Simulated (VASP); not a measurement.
# Ti3B (I4/mmm) in VASP: notebook, part 2 of 3

VASP 6.6.1.

### 3 Single point, PBE

This run uses another cell than the first one, of 12.57 Å³/atom.

INCAR reads:

```
SYSTEM = Ti3B
  PREC = Accurate
  ENCUT = 520
  EDIFF = 1E-6
  ISMEAR = 0
  SIGMA = 0.1
  LREAL = .False.
  LASPH = .True.
  NELM = 100
  ALGO = Normal
  ISIF = 2
  LWAVE = .False.
  LCHARG = .False.
  GGA = PE
  NBANDS = 28
```

KPOINTS reads:

```
Automatic mesh
0
Gamma
  8 8 8
  0 0 0
```

POSCAR reads:

```
Ti3B
1.0
   -1.7786479442      1.7786479442      3.9730837194
    1.7786479442     -1.7786479442      3.9730837194
    1.7786479442      1.7786479442     -3.9730837194
Ti B
3 1
Direct
    0.5000000000      0.5000000000      0.0000000000
    0.2500000000      0.7500000000      0.5000000000
    0.7500000000      0.2500000000      0.5000000000
    0.0000000000      0.0000000000      0.0000000000
```

Potentials or basis: VASP PAW PBE potentials, release 64 (Ti_sv, B).

Launch:

```sh
$ cat potpaw_PBE.64/Ti_sv/POTCAR potpaw_PBE.64/B/POTCAR > POTCAR
$ mpirun -np 1 vasp_std > vasp.out
```

OUTCAR:

```text
SYSTEM = Ti3B
   PREC = Accurate
   ENCUT = 520
   EDIFF = 1E-6
   ISMEAR = 0
   LREAL = .False.
   LASPH = .True.
   NELM = 100
   ISIF = 2
   GGA = PE

 ion  position               nearest neighbor table
   1  0.500  0.500  0.000-   4 2.52   4 2.52   4 2.52   4 2.52   3 2.67   2 2.67   3 2.67   3 2.67
                             2 2.67   2 2.67   3 2.67   2 2.67
   2  0.250  0.750  0.500-   3 2.52   3 2.52   3 2.52   3 2.52   1 2.67   1 2.67   1 2.67   1 2.67

   3  0.750  0.250  0.500-   2 2.52   2 2.52   2 2.52   2 2.52   1 2.67   1 2.67   1 2.67   1 2.67

   4  0.000  0.000  0.000-   1 2.52   1 2.52   1 2.52   1 2.52

  LATTYP: Found a body centered tetragonal cell.
 ALAT       =     3.5572958884
 C/A-ratio  =     2.2337662337

  Lattice vectors:

 A1 = (  -1.7786479442,   1.7786479442,   3.9730837194)
 A2 = (   1.7786479442,  -1.7786479442,   3.9730837194)
 A3 = (   1.7786479442,   1.7786479442,  -3.9730837194)

Analysis of symmetry for initial positions (statically):
=====================================================================
 Subroutine PRICEL returns:
 Original cell was already a primitive cell.

 Routine SETGRP: Setting up the symmetry group for a
 body centered tetragonal supercell.

 Subroutine GETGRP returns: Found 16 space group operations
 (whereof 16 operations were pure point group operations)
 out of a pool of 16 trial point group operations.

The static configuration has the point symmetry D_4h.

Analysis of symmetry for dynamics (positions and initial velocities):
=====================================================================
 Subroutine PRICEL returns:
 Original cell was already a primitive cell.

 Routine SETGRP: Setting up the symmetry group for a
 body centered tetragonal supercell.

 Subroutine GETGRP returns: Found 16 space group operations
 (whereof 16 operations were pure point group operations)
 out of a pool of 16 trial point group operations.

[... 116 lines left out ...]
   NUPDOWN=      -1.0000    fix difference up-down
   EMIN   =  10.00;   EMAX   =-10.00  energy-range for DOS
   EFERMI =   0.00;   METHOD = LEGACY
   ISMEAR =     0;   SIGMA  =   0.10  broadening in eV -4-tet -1-fermi 0-gaus
   EFERMI_NEDOS =   21; number of points for ismear=-14 and -15
   IALGO  =     38    algorithm
   IMIX   =      4    mixing-type and parameters
     AMIX     =   0.40;   BMIX     =  1.00
     AMIX_MAG =   1.60;   BMIX_MAG =  1.00
  volume/ion in A,a.u.               =      12.57        84.82
  Fermi-wavevector in a.u.,A,eV,Ry     =   1.504205  2.842536 30.785002  2.262634
  Thomas-Fermi vector in A             =   2.615215
   LORBIT       =      0    0 simple, 1 ext, 2 COOP (PROOUT), +10 PAW based schemes
   GGA     = PE    functional components
   LHFCALC =     F    Hartree Fock is set to
   AEXX    =    0.0000 exact exchange contribution
   IVDW    =     0    specifies the selected vdW correction
   LEPSILON=     F    determine dielectric tensor
   LRPA    =     F    only Hartree local field effects (RPA)
 non-spin polarized calculation
 Gauss-broadening in eV      SIGMA  =   0.10
  energy-cutoff  :      520.00
  volume of cell :       50.28
 maximum number of plane-waves:      1371
   NGX = 17   NGY = 17   NGZ = 17

 number of electron      39.0000000 magnetization

 Free energy of the ion-electron system (eV)
  ---------------------------------------------------
  ext. energy  EPLUGINS =         0.00000000
  ---------------------------------------------------
  free energy    TOTEN  =       -29.97364080 eV

  energy without entropy =      -29.95791843  energy(sigma->0) =      -29.96577962

 E-fermi :   9.7883     XC(G=0): -12.3809

 val. band max:        9.7838055443   @ k =   0.5000   0.5000   0.1250
 cond. band min:       9.7948276304   @ k =  -0.1250  -0.3750   0.1250
 fundamental gap:      0.0110220861
 Fermi energy:         9.7883191454

 k-point     1 :       0.0000    0.0000    0.0000
  band No.  band energies     occupation
      1     -46.7280      2.00000
      2     -46.4083      2.00000
      3     -46.2040      2.00000
      4     -23.4158      2.00000
      5     -23.2285      2.00000
      6     -23.2285      2.00000
[... 733 lines left out ...]
     27      13.2804      0.00000
     28      13.8430      0.00000

 [... further k-points ...]
[... 5 lines left out ...]
  --------------------------------------------------------------------------------------
  -------------------------------------------------------------------------------------
  Total        4.3442925      4.3442925      3.7838375      0.0000000      0.0000000      0.0000000
  in kB      138.4401112    138.4401112    120.5800244      0.0000000      0.0000000      0.0000000
  external PRESSURE =     132.4867489 kB  Pullay stress =       0.0000000 kB

 VOLUME and BASIS-vectors are now :
 -----------------------------------------------------------------------------
  energy-cutoff  :      520.00
  volume of cell :       50.28
      direct lattice vectors                 reciprocal lattice vectors
    -1.778647944  1.778647944  3.973083719     0.000000000  0.281112404  0.125846832
     1.778647944 -1.778647944  3.973083719     0.281112404  0.000000000  0.125846832
     1.778647944  1.778647944 -3.973083719     0.281112404  0.281112404  0.000000000

 POSITION                                       TOTAL-FORCE (eV/Angst)
 -----------------------------------------------------------------------------------
      0.00000      0.00000      3.97308         0.000000     -0.000000     -0.000000
      1.77865      0.00000      1.98654         0.000000     -0.000000      0.000000
      0.00000      1.77865      1.98654        -0.000000      0.000000     -0.000000
      0.00000      0.00000      0.00000         0.000000     -0.000000     -0.000000
 -----------------------------------------------------------------------------------
    total drift:                               -0.000000      0.000000     -0.000000

  FREE ENERGIE OF THE ION-ELECTRON SYSTEM (eV)
  ---------------------------------------------------
  free  energy   TOTEN  =       -29.9736408004 eV

  energy  without entropy=      -29.9579184315  energy(sigma->0) =      -29.96577962
```

OSZICAR:

```text
N       E                     dE             d eps       ncg     rms          rms(c)
DAV:   1     0.478697754950E+03    0.47870E+03   -0.19840E+04  3312   0.176E+03
DAV:   2     0.250110131792E+02   -0.45369E+03   -0.44398E+03  3328   0.512E+02
DAV:   3    -0.285833427125E+02   -0.53594E+02   -0.52339E+02  5596   0.152E+02
DAV:   4    -0.335245291296E+02   -0.49412E+01   -0.49087E+01  4768   0.431E+01
DAV:   5    -0.337545757446E+02   -0.23005E+00   -0.22980E+00  4860   0.806E+00    0.195E+01
DAV:   6    -0.299314612914E+02    0.38231E+01   -0.24166E+01  4744   0.377E+01    0.602E+00
DAV:   7    -0.301684618539E+02   -0.23700E+00   -0.56164E+00  4844   0.217E+01    0.552E+00
DAV:   8    -0.299233357356E+02    0.24513E+00   -0.15944E+00  4904   0.105E+01    0.355E+00
DAV:   9    -0.299686128344E+02   -0.45277E-01   -0.27389E-01  3964   0.377E+00    0.674E-01
DAV:  10    -0.299705596255E+02   -0.19468E-02   -0.64170E-02  5056   0.151E+00    0.642E-01
DAV:  11    -0.299736876523E+02   -0.31280E-02   -0.18620E-02  4264   0.132E+00    0.911E-02
DAV:  12    -0.299736601465E+02    0.27506E-04   -0.17067E-03  4768   0.418E-01    0.555E-02
DAV:  13    -0.299736431176E+02    0.17029E-04   -0.23386E-04  4140   0.155E-01    0.152E-02
DAV:  14    -0.299736398770E+02    0.32406E-05   -0.33990E-05  5040   0.472E-02    0.352E-03
DAV:  15    -0.299736408004E+02   -0.92336E-06   -0.48553E-06  3976   0.221E-02
   1 F= -.29973641E+02 E0= -.29965780E+02  d E =-.157224E-01
```

Wall time 55 s (1 thread of Intel Xeon 6975P-C (Granite Rapids), shared host); peak memory 0.23 GiB.

What came out:

- Free energy: -29.9736 eV
- Pressure: 13.2 GPa
- Band gap on the k mesh: zero (an odd number of electrons rules out a gap without spin polarisation)

Stress tensor (GPa, compression positive):
```
13.84  0.00  0.00
 0.00 13.84  0.00
 0.00  0.00 12.06
```

Levels at points of the mesh, in eV from the Fermi level:
```
           k point  band 18  band 19  band 20  band 21  band 22  band 23
(0.00, 0.00, 0.00)    -1.62    -0.35     0.34     0.58     0.58     2.06
(0.50, 0.00, 0.00)    -0.66    -0.44     0.86     0.99     1.04     1.31
(0.50, 0.50, 0.00)    -1.63    -0.48     0.32     0.42     0.85     1.82
(0.50, 0.50, 0.50)    -1.63    -1.30     0.03     0.65     0.65     1.56
```

Caveat: the cell stands under pressure.

### 4 Relaxation of cell and atoms, PBE

This run uses another cell than the first one, of 12.57 Å³/atom.

INCAR reads:

```
PREC = Accurate ; ENCUT = 600
EDIFF = 1E-6 ; ISMEAR = 0
SIGMA = 0.1 ; LREAL = F
LASPH = T ; NELM = 100
ALGO = Normal ; ISIF = 3
LWAVE = F ; LCHARG = F
GGA = PE ; IBRION = 2
NSW = 90 ; EDIFFG = -0.04
```

KPOINTS reads:

```
Automatic mesh
0
Gamma
  6 6 6
```

POSCAR is that of step 3.

Launch:

```sh
$ cat potpaw_PBE.64/Ti_sv/POTCAR potpaw_PBE.64/B/POTCAR > POTCAR
$ mpirun -np 1 vasp_std > vasp.out
```

It took 2.5 min on 1 thread of Intel Xeon 6975P-C (Granite Rapids), shared host; peak memory 0.25 GiB.

It converged, with:

- Free energy: -30.1315 eV
- Relaxed volume: 13.67 Å³/atom
- Relaxed cell: a = 4.837 Å, b = 4.837 Å, c = 4.837 Å, α = 135.58°, β = 135.58°, γ = 64.62°
- Space group after relaxing (to 0.1 Å): I4/mmm (No. 139)
- Energy gained by relaxing: 43.5 meV/atom
- Ionic steps: 5
- Pressure after relaxing: 0.2 GPa
- Band gap on the k mesh: zero (an odd number of electrons rules out a gap without spin polarisation)

Stress tensor (GPa, compression positive):
```
0.07 0.00 0.00
0.00 0.07 0.00
0.00 0.00 0.41
```

The path:
```
step  energy change (eV)  largest force (eV/Å)  pressure (GPa)  volume (Å³)
   1              0.0000                0.0000           13.38        50.28
   2             -0.0834                0.0000           -7.62        58.31
   3             -0.1735                0.0000            0.00        54.74
   4             -0.1734                0.0000            0.14        54.65
   5             -0.1739                0.0000            0.18        54.66
```

Final structure:
```
Ti B
1.0
    -1.82832    1.82832    4.08812
     1.82832   -1.82832    4.08812
     1.82832    1.82832   -4.08812
Ti B
3 1
Cartesian
  1.8283 1.8283 0.0000
  1.8283 0.0000 2.0441
  0.0000 1.8283 2.0441
  1.8283 1.8283 4.0881
```

Levels at points of the mesh, in eV from the Fermi level:
| k point | band 17 | band 18 | band 19 | band 20 | band 21 | band 22 |
| --- | --- | --- | --- | --- | --- | --- |
| (0.00, 0.00, 0.00) | -1.44 | -1.36 | -0.23 | 0.23 | 0.58 | 0.58 |
| (0.50, 0.00, 0.00) | -1.48 | -0.70 | -0.34 | 0.87 | 0.98 | 0.99 |
| (0.50, 0.50, 0.00) | -1.64 | -1.56 | -0.36 | 0.35 | 0.48 | 0.64 |
| (0.50, 0.50, 0.50) | -1.36 | -1.36 | -1.07 | 0.14 | 0.66 | 0.66 |

(Part 2 of 3 ends here.)
